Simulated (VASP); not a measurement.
The system is Ge.

```
Ge
1.0
     0.00000    2.82891    2.82891
     2.82891    0.00000    2.82891
     2.82891    2.82891    0.00000
Ge
2
Direct
  0.75000 0.75000 0.75000
  0.50000 0.50000 0.50000
```

Base run:

| Item | Value |
| --- | --- |
| Program | VASP 6.6.1 |
| Functional | PBE |
| Potentials or basis | VASP PAW PBE potentials, release 64 (Ge_d) |
| Cutoff | 520 eV |
| k mesh | 8 × 8 × 8 |
| Occupations | gaussian, width 0.024 eV |
| Spin | no spin polarisation |

Its results: pressure 3.5 GPa.

**Question.** The run is repeated on the same cell with these changes: k mesh from 8 × 8 × 8 to 4 × 4 × 4; occupations from gaussian, width 0.024 eV to fermi-dirac, width 0.03 eV. What comes out?

**Answer.** Pressure 4.1 GPa.

Caveats: some runs use coarse meshes.
